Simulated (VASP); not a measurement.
# Mg2Si3N (Cmmm) in VASP: relaxation of cell and atoms with PBE

Aim: the relaxation of cell and atoms of Mg2Si3N with PBE.

All numbers are computed with VASP 6.6.1; they aren't measurements. Logs are shortened: lines on timing, memory, paths and dates and some standing lists are left out, and cuts for length are marked.

## Step 1: The cell of the first run

It takes space group Cmmm (No. 65, orthorhombic). The conventional cell has a = 6.549 Å, b = 9.233 Å, c = 3.699 Å, α = 90.00°, β = 90.00°, γ = 90.00°. Mg (site symmetry 2/m) has 6 Si at 2.83 to 2.96 Å and 4 Mg at 3.27 to 3.70 Å and 4 N at 3.38 Å within 3.7 Å. Within 2.2 Å of Si (site symmetry 2mm) lie 1 N at 1.68 Å. Within 3.2 Å of Si (site symmetry mmm) lie 4 Si at 2.44 Å and 4 Mg at 2.83 Å. N (site symmetry mmm) has 2 Si at 1.68 Å within 2.2 Å.

The cell was generated, and may not be a known phase.

## Step 2: Relaxation of cell and atoms, PBE

INCAR reads:

```
SYSTEM = Mg2Si3N
PREC = Accurate
ENCUT = 600
EDIFF = 1E-6
ISMEAR = 0
SIGMA = 0.1
LREAL = .FALSE.
LASPH = .TRUE.
NELM = 60
ALGO = Normal
ISIF = 3
LWAVE = .FALSE.
LCHARG = .FALSE.
GGA = PE
IBRION = 2
NSW = 100
EDIFFG = -0.01
```

KPOINTS reads:

```
regular mesh
0
G
  8 8 10
  0 0 0
```

POSCAR reads:

```
Mg2Si3N
1.0
    3.2746602197     -4.6163461122      0.0000000000
    3.2746602197      4.6163461122      0.0000000000
    0.0000000000      0.0000000000      3.6986208727
Mg Si N
2 3 1
Direct
    0.0000000000      0.5000000000      0.5000000000
    0.5000000000      0.0000000000      0.5000000000
    0.7430780059      0.7430780059      0.0000000000
    0.2569219941      0.2569219941      0.0000000000
    0.5000000000      0.5000000000      0.5000000000
    0.0000000000      0.0000000000      0.0000000000
```

Potentials or basis: VASP PAW PBE potentials, release 64 (Mg, Si, N).

Run with:

```
cat potpaw_PBE.64/Mg/POTCAR potpaw_PBE.64/Si/POTCAR potpaw_PBE.64/N/POTCAR > POTCAR
mpirun -np 1 vasp_std > vasp.out
```

OUTCAR:

```text
SYSTEM = Mg2Si3N
   PREC = Accurate
   ENCUT = 600
   EDIFF = 1E-6
   ISMEAR = 0
   LREAL = .FALSE.
   LASPH = .TRUE.
   NELM = 60
   ISIF = 3
   GGA = PE
   IBRION = 2
   NSW = 100
   EDIFFG = -0.01

 ion  position               nearest neighbor table
   1  0.000  0.500  0.500-   5 2.83   5 2.83   3 2.96   3 2.96   4 2.96   4 2.96   2 3.27   2 3.27

   2  0.500  0.000  0.500-   5 2.83   5 2.83   3 2.96   3 2.96   4 2.96   4 2.96   1 3.27   1 3.27

   3  0.743  0.743  0.000-   6 1.68   5 2.44   5 2.44   2 2.96   1 2.96   2 2.96   1 2.96
   4  0.257  0.257  0.000-   6 1.68   5 2.44   5 2.44   2 2.96   1 2.96   2 2.96   1 2.96
   5  0.500  0.500  0.500-   3 2.44   4 2.44   3 2.44   4 2.44   1 2.83   2 2.83   2 2.83   1 2.83

   6  0.000  0.000  0.000-   3 1.68   4 1.68

  LATTYP: Found a base centered orthorhombic cell.
 ALAT       =     6.5493204394
 B/A-ratio  =     1.4097175898
 C/A-ratio  =     0.5647335333

  Lattice vectors:

 A1 = (   3.2746602197,  -4.6163461122,   0.0000000000)
 A2 = (   3.2746602197,   4.6163461122,   0.0000000000)
 A3 = (   0.0000000000,   0.0000000000,   3.6986208727)

Analysis of symmetry for initial positions (statically):
=====================================================================
 Subroutine PRICEL returns:
 Original cell was already a primitive cell.

 Routine SETGRP: Setting up the symmetry group for a
 base centered orthorhombic supercell.

 Subroutine GETGRP returns: Found  8 space group operations
 (whereof  8 operations were pure point group operations)
 out of a pool of  8 trial point group operations.

The static configuration has the point symmetry D_2h.

Analysis of symmetry for dynamics (positions and initial velocities):
=====================================================================
 Subroutine PRICEL returns:
 Original cell was already a primitive cell.

 Routine SETGRP: Setting up the symmetry group for a
 base centered orthorhombic supercell.

 Subroutine GETGRP returns: Found  8 space group operations
 (whereof  8 operations were pure point group operations)
 out of a pool of  8 trial point group operations.

The dynamic configuration has the point symmetry D_2h.

 Subroutine INISYM returns: Found  8 space group operations
 (whereof  8 operations are pure point group operations),
 and found     1 'primitive' translations

----------------------------------------------------------------------------------------

                                     Primitive cell

  volume of cell :     111.8238

  direct lattice vectors                    reciprocal lattice vectors
     3.274660220 -4.616346112  0.000000000     0.152687597 -0.108310770  0.000000000
     3.274660220  4.616346112  0.000000000     0.152687597  0.108310770  0.000000000
     0.000000000  0.000000000  3.698620873     0.000000000  0.000000000  0.270371048

  length of vectors
     5.659863159  5.659863159  3.698620873     0.187202364  0.187202364  0.270371048

  position of ions in fractional coordinates (direct lattice)
     1.000000000  0.500000000  0.500000000
     0.500000000  1.000000000  0.500000000
     0.743078006  0.743078006  0.000000000
     0.256921994  0.256921994  0.000000000
     0.500000000  0.500000000  0.500000000
     0.000000000  0.000000000  0.000000000

  ion indices of the primitive-cell ions
   primitive index   ion index
                 1           1
                 2           2
                 3           3
                 4           4
                 5           5
                 6           6

----------------------------------------------------------------------------------------

 KPOINTS: regular mesh

Automatic generation of k-mesh.
 Grid dimensions read from file:
 generate k-points for:    8    8   10

 Generating k-lattice:

  Cartesian coordinates                     Fractional coordinates (reciprocal lattice)
     0.019085950 -0.013538846  0.000000000     0.125000000 -0.000000000  0.000000000
     0.019085950  0.013538846  0.000000000    -0.000000000  0.125000000  0.000000000
     0.000000000  0.000000000  0.027037105     0.000000000  0.000000000  0.100000000

  Length of vectors
     0.023400296  0.023400296  0.027037105

  Shift w.r.t. Gamma in fractional coordinates (k-lattice)
     0.000000000  0.000000000  0.000000000

 Subroutine IBZKPT returns following result:
 ===========================================

 Found    126 irreducible k-points:

 Following reciprocal coordinates:
            Coordinates               Weight
  0.000000  0.000000  0.000000      1.000000
  0.125000  0.000000  0.000000      4.000000
  0.250000  0.000000  0.000000      4.000000
  0.375000  0.000000  0.000000      4.000000
  0.500000  0.000000  0.000000      2.000000
  0.125000  0.125000  0.000000      2.000000
[... 16 lines left out ...]
  0.125000  0.000000  0.100000      8.000000
  0.250000  0.000000  0.100000      8.000000
 [... further k-points ...]
   k-points           NKPTS =    126   k-points in BZ     NKDIM =    126   number of bands    NBANDS=     14
   number of dos      NEDOS =    301   number of ions     NIONS =      6
   total plane-waves  NPLWV =  69120
   dimension x,y,z NGX =    48 NGY =   48 NGZ =   30
   dimension x,y,z NGXF=    96 NGYF=   96 NGZF=   60
   ions per type =               2   3   1
   NGX,Y,Z   is equivalent  to a cutoff of  14.10, 14.10, 13.48 a.u.
   NGXF,Y,Z  is equivalent  to a cutoff of  28.20, 28.20, 26.97 a.u.
 SYSTEM =  Mg2Si3N
   PREC   = accura    normal or accurate (medium, high low for compatibility)
   ISTART =      0    job   : 0-new  1-cont  2-samecut
   ICHARG =      2    charge: 1-file 2-atom 10-const
   ISPIN  =      1    spin polarized calculation?
   LNONCOLLINEAR =      F non collinear calculations
   LSORBIT =      F    spin-orbit coupling
   LASPH  =      T    aspherical Exc in radial PAW
   ENCUT  =  600.0 eV  44.10 Ry    6.64 a.u.  11.30 11.30  7.39*2*pi/ulx,y,z
   NELM   =     60;   NELMIN=  2; NELMDL= -5     # of ELM steps
   EDIFF  = 0.1E-05   stopping-criterion for ELM
   LREAL  =      F    real-space projection
   EDIFFG = -.1E-01   stopping-criterion for IOM
   NSW    =    100    number of steps for IOM
   IBRION =      2    ionic relax: 0-MD 1-quasi-New 2-CG
   NFREE  =      1    steps in history (QN), initial steepest desc. (CG)
   ISIF   =      3    stress and relaxation
   ISYM   =      2    0-nonsym 1-usesym 2-fastsym
   POTIM  = 0.5000    time-step for ionic-motion
   TEBEG  =    0.0;   TEEND  =   0.0 temperature during run
   PSTRESS=    0.0 pullay stress
   NELECT =      21.0000    total number of electrons
   NUPDOWN=      -1.0000    fix difference up-down
   EMIN   =  10.00;   EMAX   =-10.00  energy-range for DOS
   EFERMI =   0.00;   METHOD = LEGACY
   ISMEAR =     0;   SIGMA  =   0.10  broadening in eV -4-tet -1-fermi 0-gaus
   EFERMI_NEDOS =   21; number of points for ismear=-14 and -15
   IALGO  =     38    algorithm
   IMIX   =      4    mixing-type and parameters
     AMIX     =   0.40;   BMIX     =  1.00
     AMIX_MAG =   1.60;   BMIX_MAG =  1.00
  volume/ion in A,a.u.               =      18.64       125.77
  Fermi-wavevector in a.u.,A,eV,Ry     =   0.937497  1.771612 11.958164  0.878900
  Thomas-Fermi vector in A             =   2.064614
   LORBIT       =      0    0 simple, 1 ext, 2 COOP (PROOUT), +10 PAW based schemes
   GGA     = PE    functional components
   LHFCALC =     F    Hartree Fock is set to
   AEXX    =    0.0000 exact exchange contribution
   IVDW    =     0    specifies the selected vdW correction
   LEPSILON=     F    determine dielectric tensor
   LRPA    =     F    only Hartree local field effects (RPA)
 conjugate gradient relaxation of ions
 non-spin polarized calculation
 Gauss-broadening in eV      SIGMA  =   0.10
  energy-cutoff  :      600.00
  volume of cell :      111.82
 maximum number of plane-waves:      3771
 NGX is ok and might be reduce to    48
   NGX = 23   NGY = 23   NGZ = 15

--------------------------------------- Ionic step        1  -------------------------------------------

 number of electron      20.9999999 magnetization

 Free energy of the ion-electron system (eV)
  ---------------------------------------------------
  ext. energy  EPLUGINS =         0.00000000
  ---------------------------------------------------
  free energy    TOTEN  =       -26.20411518 eV

  energy without entropy =      -26.19377508  energy(sigma->0) =      -26.19894513

------------------------ aborting loop because EDIFF is reached ----------------------------------------

  FORCE on cell =-STRESS in cart. coord.  units (eV):
  Direction    XX          YY          ZZ          XY          YZ          ZX
  --------------------------------------------------------------------------------------
  -------------------------------------------------------------------------------------
  Total        0.2407565     -0.2953475     -0.5477206      0.0000000      0.0000000      0.0000000
  in kB        3.4494843     -4.2316476     -7.8475702      0.0000000      0.0000000      0.0000000
  external PRESSURE =      -2.8765778 kB  Pullay stress =       0.0000000 kB
[... 225 lines left out ...]
  energy  without entropy=      -26.2017944519  energy(sigma->0) =      -26.20710595

--------------------------------------- Ionic step        7  -------------------------------------------

 number of electron      20.9999998 magnetization

 Free energy of the ion-electron system (eV)
  ---------------------------------------------------
  ext. energy  EPLUGINS =         0.00000000
  ---------------------------------------------------
  free energy    TOTEN  =       -26.21243381 eV

  energy without entropy =      -26.20175003  energy(sigma->0) =      -26.20709192

 E-fermi :   5.0363     XC(G=0):  -9.2543

 val. band max:        5.0298017179   @ k =  -0.3750   0.2500   0.2000
 cond. band min:       5.0399894178   @ k =   0.2500   0.0000   0.5000
 fundamental gap:      0.0101877000
 Fermi energy:         5.0362835854

 k-point     1 :       0.0000    0.0000    0.0000
  band No.  band energies     occupation
      1     -11.0362      2.00000
      2      -6.0491      2.00000
      3      -4.8172      2.00000
      4       0.1557      2.00000
      5       0.2961      2.00000
      6       1.3764      2.00000
      7       1.5137      2.00000
      8       1.5374      2.00000
      9       2.3009      2.00000
     10       3.7921      2.00000
     11       4.5098      2.00000
     12       5.8087      0.00000
     13       6.1193      0.00000
     14       7.3602      0.00000
[... 375 lines left out ...]
 k-point    24 :       0.2500    0.0000    0.1000
  band No.  band energies     occupation
      1     -10.9927      2.00000
      2      -6.3546      2.00000
      3      -3.9687      2.00000
      4      -0.8558      2.00000
      5       0.1073      2.00000
      6       0.4345      2.00000
      7       1.2434      2.00000
      8       2.5709      2.00000
      9       3.0420      2.00000
     10       3.7653      2.00000
     11       5.1372      0.15345
     12       5.9873      0.00000
     13       6.7557      0.00000
     14       7.2388      0.00000

 [... further k-points ...]

------------------------ aborting loop because EDIFF is reached ----------------------------------------

  FORCE on cell =-STRESS in cart. coord.  units (eV):
  Direction    XX          YY          ZZ          XY          YZ          ZX
  --------------------------------------------------------------------------------------
  -------------------------------------------------------------------------------------
  Total        0.0063176      0.0315150     -0.0033549      0.0000000      0.0000000      0.0000000
  in kB        0.0914469      0.4561740     -0.0485611      0.0000000      0.0000000      0.0000000
  external PRESSURE =       0.1663533 kB  Pullay stress =       0.0000000 kB
[... 21 lines left out ...]
  FREE ENERGIE OF THE ION-ELECTRON SYSTEM (eV)
  ---------------------------------------------------
  free  energy   TOTEN  =       -26.2124338136 eV

  energy  without entropy=      -26.2017500319  energy(sigma->0) =      -26.20709192

 reached required accuracy - stopping structural energy minimisation
```

Wall time 5.6 min (1 thread of Intel Xeon 6975P-C (Granite Rapids), shared host); peak memory 0.46 GiB.

Results:

```yaml
Free_energy: -26.2124 eV
Relaxed_volume: 18.45 Å³/atom
Relaxed_cell: a = 5.656 Å, b = 5.656 Å, c = 3.647 Å, α = 90.00°, β = 90.00°, γ = 108.42°
Space_group_after_relaxing_to_0.1_Å: Cmmm (No. 65)
Energy_gained_by_relaxing: 1.4 meV/atom
Ionic_steps: 7
Pressure_after_relaxing: 0.0 GPa
Largest_force_after_relaxing: 0.009 eV/Å
Band_gap_on_the_k_mesh: zero (an odd number of electrons rules out a gap without spin polarisation)
```

Forces in eV/Å, atoms in the order of the input:
```
Mg   0.000  0.000  0.000
Mg   0.000  0.000  0.000
Si  -0.009  0.000  0.000
Si   0.009  0.000  0.000
Si   0.000  0.000  0.000
N    0.000  0.000  0.000
```

The path:
```csv
step,energy change (eV),largest force (eV/Å),pressure (GPa),volume (Å³)
1,0.0000,0.1403,-0.29,111.82
2,-0.0043,0.0002,0.02,111.28
3,-0.0059,0.1421,0.33,110.75
4,-0.0079,0.0408,0.13,110.71
5,-0.0083,0.0248,0.00,110.69
6,-0.0083,0.0144,0.01,110.69
7,-0.0083,0.0094,0.02,110.69
```

Final structure:
```cif
data_structure
_symmetry_space_group_name_H-M 'P 1'
_symmetry_Int_Tables_number 1
_cell_length_a 5.6560
_cell_length_b 5.6560
_cell_length_c 3.6468
_cell_angle_alpha 90.000
_cell_angle_beta 90.000
_cell_angle_gamma 108.419
_cell_volume 110.69
loop_
_atom_site_label
_atom_site_type_symbol
_atom_site_fract_x
_atom_site_fract_y
_atom_site_fract_z
_atom_site_occupancy
Mg1 Mg 0.00000 0.50000 0.50000 1
Mg2 Mg 0.50000 0.00000 0.50000 1
Si1 Si 0.74560 0.74560 0.00000 1
Si2 Si 0.25440 0.25440 0.00000 1
Si3 Si 0.50000 0.50000 0.50000 1
N1 N 0.00000 0.00000 0.00000 1
```
